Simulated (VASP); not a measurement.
Mg: single point with PBEsol

Crystal: Mg.

```
CELL_PARAMETERS angstrom
0.00000 2.23965 2.23965
2.23965 0.00000 2.23965
2.23965 2.23965 0.00000
ATOMIC_POSITIONS crystal
Mg 0.00000 0.00000 0.00000
```

This isn't the form of Mg at room conditions, which is hcp.

```json
{
  "Program": "VASP 6.6.1",
  "Task": "single point",
  "Functional": "PBEsol",
  "Potentials or basis": "VASP PAW PBE potentials, release 64 (Mg)",
  "Cutoff": "520 eV",
  "k mesh": "10 × 10 × 10",
  "Occupations": "gaussian, width 0.1 eV",
  "Spin": "no spin polarisation"
}
```

| Quantity | Value |
| --- | --- |
| Pressure | 0.3 GPa |
| Band gap on the k mesh | zero (bands 1 and 2 overlap by 2.13 eV) |

Levels at points of the mesh, in eV from the Fermi level:
```tsv
k point	band 1	band 2	band 3	band 4
(0.00, 0.00, 0.00)	-7.09	12.40	12.40	12.40
(0.50, 0.00, 0.00)	-1.82	-1.36	11.29	11.29
(0.50, 0.50, 0.00)	-0.30	0.73	6.06	6.98
```

It took 7.7 s on 1 thread of Intel Xeon 8259CL (shared host), peak memory 0.13 GiB.

Caveat: the PAW data sets were made with another functional, which shifts forces and pressure a little.
